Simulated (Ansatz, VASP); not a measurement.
Two plane-wave programs on HF

```
F H
1.0
     5.88676    0.00000    0.00000
     0.00000    5.88676    0.00000
     0.00000    0.00000    5.88676
F H
6 6
Direct
  0.33741 0.43349 0.84392
  0.86791 0.75011 0.63212
  0.65101 0.30735 0.05478
  0.70661 0.66530 0.26098
  0.34456 0.14994 0.36915
  0.26091 0.81877 0.74184
  0.31507 0.59674 0.80185
  0.81263 0.71103 0.48031
  0.52570 0.36406 0.95096
  0.70160 0.51492 0.18992
  0.45822 0.15727 0.25518
  0.10613 0.80874 0.67932
```

Alike in both runs: functional PBE; dispersion D3(BJ); k mesh 1 × 1 × 1; occupations fermi-dirac, width 0.02 eV; no spin polarisation.

Ansatz relaxed the structure, and its values are those at the end. VASP's run is a single point on that final structure, the one shown.

|  | VASP | Ansatz |
| --- | --- | --- |
| version | VASP 6.6.1 | Ansatz 0.2.0 |
| potentials or method | VASP PAW PBE potentials, release 64 (F_h, H_h), cutoff 1010 eV | scalar-relativistic, plane waves, PAW |
| valence electrons in the cell | 48 | 48 |

|  | VASP | Ansatz | Ansatz less VASP |
| --- | --- | --- | --- |
| gap on the k mesh at the Fermi level (eV) | 6.90 | 6.90 | +0.004 |
| rms of the force components (eV/Å) | 0.106 | 0.102 | -0.0038 |

Ansatz's warnings: xc potential rough in thin density.
